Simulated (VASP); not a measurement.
# LiY3 (P1) in VASP: single point with r2SCAN

Aim: the single point of LiY3 with r2SCAN.

All numbers are computed with VASP 6.6.1; they aren't measurements. Logs are shortened: lines on timing, memory, paths and dates and some standing lists are left out, and cuts for length are marked.

## 1. The cell of the first run

The typed cell holds 4 atoms: a = 6.291 Å, b = 6.291 Å, c = 6.291 Å, α = 135.79°, β = 135.79°, γ = 64.30°.

## 2. Single point, r2SCAN

File POSCAR:

```
LiY3
1.0
   -2.3671900000      2.3671900000      5.3266430000
    2.3671900000     -2.3671900000      5.3266430000
    2.3671900000      2.3671900000     -5.3266430000
Y Li
3 1
Direct
    0.5042450000      0.4903030000     -0.0042190000
    0.2388500000      0.7416840000      0.4813840000
    0.7375890000      0.2523660000      0.4952280000
    0.0037920000      0.0036020000      0.0073600000
```

File INCAR.step1:

```
PREC = Accurate
ENCUT = 520
ISMEAR = 1
SIGMA = 0.05
LREAL = False
LASPH = True
NELM = 100
NBANDS = 26
GGA = PE
ALGO = Normal
EDIFF = 1E-4
LWAVE = True
LCHARG = False
```

File INCAR.step2:

```
PREC = Accurate
ENCUT = 520
EDIFF = 1E-6
ISMEAR = 1
SIGMA = 0.05
LREAL = False
LASPH = True
NELM = 100
ALGO = Normal
ISIF = 2
LWAVE = False
LCHARG = True
METAGGA = R2SCAN
LMIXTAU = True
LELF = True
LVHAR = True
NBANDS = 26
ISTART = 1
```

File KPOINTS:

```
Automatic mesh
0
Gamma
  5 5 6
```

Potentials or basis: VASP PAW PBE potentials, release 64 (Y_sv, Li_sv).

Launch:

```console
$ cat potpaw_PBE.64/Y_sv/POTCAR potpaw_PBE.64/Li_sv/POTCAR > POTCAR
$ cp INCAR.step1 INCAR
$ mpirun -np 1 vasp_std > vasp.out
$ cp INCAR.step2 INCAR
$ mpirun -np 1 vasp_std > vasp.out
```

OUTCAR:

```text
PREC = Accurate
   ENCUT = 520
   EDIFF = 1E-6
   ISMEAR = 1
   LREAL = False
   LASPH = True
   NELM = 100
   ISIF = 2
   METAGGA = R2SCAN
   ISTART = 1

 ion  position               nearest neighbor table
   1  0.504  0.490  0.996-   4 3.30   4 3.31   4 3.39   4 3.39   3 3.50   2 3.52   3 3.53   2 3.56
                             2 3.57   3 3.59   2 3.61   3 3.63
   2  0.239  0.742  0.481-   3 3.30   3 3.31   3 3.39   3 3.39   1 3.52   1 3.56   1 3.57   1 3.61

   3  0.738  0.252  0.495-   2 3.30   2 3.31   2 3.39   2 3.39   1 3.50   1 3.53   1 3.59   1 3.63

   4  0.004  0.004  0.007-   1 3.30   1 3.31   1 3.39   1 3.39

  LATTYP: Found a body centered tetragonal cell.
 ALAT       =     4.7343800000
 C/A-ratio  =     2.2501966467

  Lattice vectors:

 A1 = (  -2.3671900000,   2.3671900000,   5.3266430000)
 A2 = (   2.3671900000,  -2.3671900000,   5.3266430000)
 A3 = (   2.3671900000,   2.3671900000,  -5.3266430000)

Analysis of symmetry for initial positions (statically):
=====================================================================
 Subroutine PRICEL returns:
 Original cell was already a primitive cell.

 Routine SETGRP: Setting up the symmetry group for a
 body centered tetragonal supercell.

 Subroutine GETGRP returns: Found  1 space group operations
 (whereof  1 operations were pure point group operations)
 out of a pool of 16 trial point group operations.

The static configuration has the point symmetry C_1 .

Analysis of symmetry for dynamics (positions and initial velocities):
=====================================================================
 Subroutine PRICEL returns:
 Original cell was already a primitive cell.

 Routine SETGRP: Setting up the symmetry group for a
 body centered tetragonal supercell.

 Subroutine GETGRP returns: Found  1 space group operations
 (whereof  1 operations were pure point group operations)
 out of a pool of 16 trial point group operations.

The dynamic configuration has the point symmetry C_1 .

 Subroutine INISYM returns: Found  1 space group operations
 (whereof  1 operations are pure point group operations),
 and found     1 'primitive' translations

----------------------------------------------------------------------------------------

[... 115 lines left out ...]
   LASPH  =      T    aspherical Exc in radial PAW
   ENCUT  =  520.0 eV  38.22 Ry    6.18 a.u.  11.70 11.70 11.70*2*pi/ulx,y,z
   NELM   =    100;   NELMIN=  2; NELMDL=  0     # of ELM steps
   EDIFF  = 0.1E-05   stopping-criterion for ELM
   LREAL  =      F    real-space projection
   EDIFFG = 0.1E-04   stopping-criterion for IOM
   NSW    =      0    number of steps for IOM
   IBRION =     -1    ionic relax: 0-MD 1-quasi-New 2-CG
   NFREE  =      0    steps in history (QN), initial steepest desc. (CG)
   ISIF   =      2    stress and relaxation
   ISYM   =      2    0-nonsym 1-usesym 2-fastsym
   POTIM  = 0.5000    time-step for ionic-motion
   TEBEG  =    0.0;   TEEND  =   0.0 temperature during run
   PSTRESS=    0.0 pullay stress
   NELECT =      36.0000    total number of electrons
   NUPDOWN=      -1.0000    fix difference up-down
   EMIN   =  10.00;   EMAX   =-10.00  energy-range for DOS
   EFERMI =   0.00;   METHOD = LEGACY
   ISMEAR =     1;   SIGMA  =   0.05  broadening in eV -4-tet -1-fermi 0-gaus
   EFERMI_NEDOS =   21; number of points for ismear=-14 and -15
   IALGO  =     38    algorithm
   IMIX   =      4    mixing-type and parameters
     AMIX     =   0.40;   BMIX     =  1.00
     AMIX_MAG =   1.60;   BMIX_MAG =  1.00
  volume/ion in A,a.u.               =      29.85       201.43
  Fermi-wavevector in a.u.,A,eV,Ry     =   1.097781  2.074505 16.396697  1.205123
  Thomas-Fermi vector in A             =   2.234147
   LORBIT       =      0    0 simple, 1 ext, 2 COOP (PROOUT), +10 PAW based schemes
   METAGGA = R2SCAN    functional components
   LHFCALC =     F    Hartree Fock is set to
   AEXX    =    0.0000 exact exchange contribution
   IVDW    =     0    specifies the selected vdW correction
   LEPSILON=     F    determine dielectric tensor
   LRPA    =     F    only Hartree local field effects (RPA)
 non-spin polarized calculation
 Methfessel and Paxton  Order N= 1 SIGMA  =   0.05
  energy-cutoff  :      520.00
  volume of cell :      119.39
 maximum number of plane-waves:      3233
   NGX = 23   NGY = 23   NGZ = 23

 number of electron      36.0000000 magnetization

 Free energy of the ion-electron system (eV)
  ---------------------------------------------------
  ext. energy  EPLUGINS =         0.00000000
  ---------------------------------------------------
  free energy    TOTEN  =       -62.31999046 eV

  energy without entropy =      -62.32036672  energy(sigma->0) =      -62.32011588

 E-fermi :   2.6215     XC(G=0):  -9.6173

 val. band max:        2.6183350984   @ k =   0.2000   0.2000   0.3333
 cond. band min:       2.6280314577   @ k =   0.2000   0.2000   0.5000
 fundamental gap:      0.0096963593
 Fermi energy:         2.6215360081

 k-point     1 :       0.0000    0.0000    0.0000
  band No.  band energies     occupation
      1     -44.5612      2.00000
      2     -41.8090      2.00000
      3     -41.7100      2.00000
      4     -41.6218      2.00000
      5     -21.3084      2.00000
      6     -21.2916      2.00000
[... 685 lines left out ...]
     25       5.2978      0.00000
     26       5.7760      0.00000

 [... further k-points ...]

------------------------ aborting loop because EDIFF is reached ----------------------------------------

  FORCE on cell =-STRESS in cart. coord.  units (eV):
  Direction    XX          YY          ZZ          XY          YZ          ZX
  --------------------------------------------------------------------------------------
  -------------------------------------------------------------------------------------
  Total        0.0927942     -0.0299819      1.2657798     -0.0106318      0.0320907     -0.1167280
  in kB        1.2452364     -0.4023373     16.9859141     -0.1426719      0.4306360     -1.5664115
  external PRESSURE =       5.9429377 kB  Pullay stress =       0.0000000 kB

 VOLUME and BASIS-vectors are now :
 -----------------------------------------------------------------------------
  energy-cutoff  :      520.00
  volume of cell :      119.39
      direct lattice vectors                 reciprocal lattice vectors
    -2.367190000  2.367190000  5.326643000     0.000000000  0.211220899  0.093867751
     2.367190000 -2.367190000  5.326643000     0.211220899  0.000000000  0.093867751
     2.367190000  2.367190000 -5.326643000     0.211220899  0.211220899  0.000000000

 POSITION                                       TOTAL-FORCE (eV/Angst)
 -----------------------------------------------------------------------------------
      2.32420      2.39021     -0.00657         0.080340     -0.040932     -0.062736
      2.32983     -0.05078      2.65879         0.213266      0.084421      0.010739
      0.02368      2.32091      2.63523        -0.209521      0.030656      0.069834
      0.01697      0.01787      0.00018        -0.084084     -0.074145     -0.017837
 -----------------------------------------------------------------------------------
    total drift:                               -0.008300      0.002115      0.001242

  FREE ENERGIE OF THE ION-ELECTRON SYSTEM (eV)
  ---------------------------------------------------
  free  energy   TOTEN  =       -62.3199904550 eV

  energy  without entropy=      -62.3203667163  energy(sigma->0) =      -62.32011588
```

OSZICAR.step1:

```text
N       E                     dE             d eps       ncg     rms          rms(c)
DAV:   1     0.177750026622E+03    0.17775E+03   -0.16914E+04  3952   0.131E+03
DAV:   2    -0.242032163689E+01   -0.18017E+03   -0.17578E+03  4670   0.314E+02
DAV:   3    -0.204017301876E+02   -0.17981E+02   -0.17703E+02  7458   0.549E+01
DAV:   4    -0.213424042310E+02   -0.94067E+00   -0.93780E+00  5392   0.153E+01
DAV:   5    -0.213817613459E+02   -0.39357E-01   -0.39344E-01  6224   0.260E+00    0.360E+01
DAV:   6    -0.204995726600E+02    0.88219E+00   -0.17641E+00  4218   0.511E+00    0.228E+01
DAV:   7    -0.204524619718E+02    0.47111E-01   -0.21726E+00  6686   0.627E+00    0.270E+00
DAV:   8    -0.204117441230E+02    0.40718E-01   -0.37913E-01  5136   0.255E+00    0.115E+00
DAV:   9    -0.204081800169E+02    0.35641E-02   -0.43141E-02  5752   0.104E+00    0.497E-01
DAV:  10    -0.204084399298E+02   -0.25991E-03   -0.50766E-03  6360   0.376E-01    0.122E-01
DAV:  11    -0.204084195949E+02    0.20335E-04   -0.32845E-04  4640   0.104E-01
   1 F= -.20408420E+02 E0= -.20408413E+02  d E =-.208547E-04
```

It took 39 min on 1 thread of Oxide Virtual Turin-like, shared host; peak memory 0.46 GiB.

What came out:

| Property | Result |
| --- | --- |
| Free energy | -62.3200 eV |
| Largest force | 0.230 eV/Å |
| Band gap on the k mesh | zero (band 18 reaches 2.77 eV, above the bottom of band 19 at 2.46 eV) |

Forces on the atoms (eV/Å):
```
Y    0.080 -0.041 -0.063
Y    0.213  0.084  0.011
Y   -0.210  0.031  0.070
Li  -0.084 -0.074 -0.018
```

Caveat: the cutoff is under 1.25 times the usual one of these potentials, so pressure, stress and relaxed cells hold a basis-set (Pulay) error; the PAW data sets were made with another functional, which shifts forces and pressure a little.
